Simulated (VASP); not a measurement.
Here is a VASP 6.6.1 calculation.

File INCAR:

```
PREC = Accurate
ENCUT = 520
EDIFF = 1E-6
ISMEAR = -1
SIGMA = 0.05
LREAL = F
LASPH = T
NELM = 80
ALGO = Normal
ISIF = 2
LWAVE = F
LCHARG = F
GGA = PS
NBANDS = 16
```

KPOINTS

```
regular mesh
0
Gamma
  10 10 8
```

The input POSCAR:

```
TiB2
1.0
    2.9336230053      0.0000000000      0.0000000000
   -1.4668115026      2.5405920477      0.0000000000
    0.0000000000      0.0000000000      3.0662465762
Ti B
1 2
Direct
    0.0000000000      0.0000000000      0.0000000000
    0.6666666667      0.3333333333      0.5000000000
    0.3333333333      0.6666666667      0.5000000000
```

Potentials or basis: VASP PAW PBE potentials, release 64 (Ti_sv, B).

Launch:

```bash
$ cat potpaw_PBE.64/Ti_sv/POTCAR potpaw_PBE.64/B/POTCAR > POTCAR
$ mpirun -np 1 vasp_std > vasp.out
```

Task: What does it give for the band gap on the k mesh?

Result: Zero (band 9 reaches 11.84 eV, above the bottom of band 10 at 10.87 eV).

Task: Estimate the pressure.

Result: 30.5 GPa.

Stress tensor (GPa, compression positive):
```
30.58  0.00  0.00
 0.00 30.58  0.00
 0.00  0.00 30.27
```

Caveat: the PAW data sets were made with another functional, which shifts forces and pressure a little.
